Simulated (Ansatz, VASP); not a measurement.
## Mo: VASP beside Ansatz

The input INCAR:

```
SYSTEM = Mo
PREC = Accurate ; ENCUT = 600
EDIFF = 1E-6 ; ISMEAR = 0
SIGMA = 0.1 ; LREAL = .FALSE.
LASPH = .TRUE. ; NELM = 100
ALGO = Normal ; ISIF = 3
LWAVE = .FALSE. ; LCHARG = .FALSE.
GGA = PE ; IBRION = 2
NSW = 90 ; EDIFFG = -0.04
```

KPOINTS

```
Automatic mesh
0
G
  6 6 2
  0 0 0
```

POSCAR

```
Mo
1.0
    2.8984647600      0.0000000000      0.0000000000
   -1.4492323799      2.5101441141      0.0000000000
    0.0000000000      0.0000000000      9.3481209292
Mo
4
Direct
    0.0000000000      0.0000000000      0.0000000000
    0.0000000000      0.0000000000      0.5000000000
    0.3333333333      0.6666666667      0.7500000000
    0.6666666667      0.3333333333      0.2500000000
```

Input for Ansatz:

```yaml
crystal:
  lattice:
    - [2.89846476, 0.0, 0.0]
    - [-1.4492323799, 2.5101441141, 0.0]
    - [0.0, 0.0, 9.3481209292]
  atoms:
    - { symbol: Mo, position: [0.0, 0.0, 0.0] }
    - { symbol: Mo, position: [0.0, 0.0, 0.5] }
    - { symbol: Mo, position: [0.3333333333, 0.6666666667, 0.75] }
    - { symbol: Mo, position: [0.6666666667, 0.3333333333, 0.25] }
basis:
  ecutwfc: 420
kpoints:
  mp_grid: { grid: [6, 6, 2] }
hamiltonian:
  xc: pbe
scf:
  occupations: { method: gaussian, width: 0.1 }
  lower_state_search: "off"
output:
  forces: true
  stress: true
  eigenvalues: true
relax:
  adjacent_minimum: "off"
  f_tol: 0.04
  max_steps: 70
  cell: { stress_tol: 0.4 }
```

Alike in both runs: task relaxation of cell and atoms; functional PBE; k mesh 6 × 6 × 2; occupations gaussian, width 0.1 eV; no spin polarisation.

```csv
,VASP,Ansatz
version,VASP 6.6.1,Ansatz 0.2.0
potentials or method,"VASP PAW PBE potentials, release 64 (Mo_sv), cutoff 600 eV","scalar-relativistic, plane waves, PAW"
valence electrons in the cell,56,56
```

Ansatz gave:

```
gap on the k mesh at the Fermi level, each at its own relaxed structure (eV) : none
relaxed volume (Å³/atom)                                                     : 15.93
relaxed cell length with the largest relative difference (Å)                 : 9.134
```

**Question.** Estimate VASP's values.

**Answer.** gap on the k mesh at the Fermi level, each at its own relaxed structure (eV): none; relaxed volume (Å³/atom): 15.98; relaxed cell length with the largest relative difference (Å): 9.149.

A gap of «none» marks a metal or a gap that the smearing closes.

The k mesh is coarse, so the values compare programs but aren't converged.
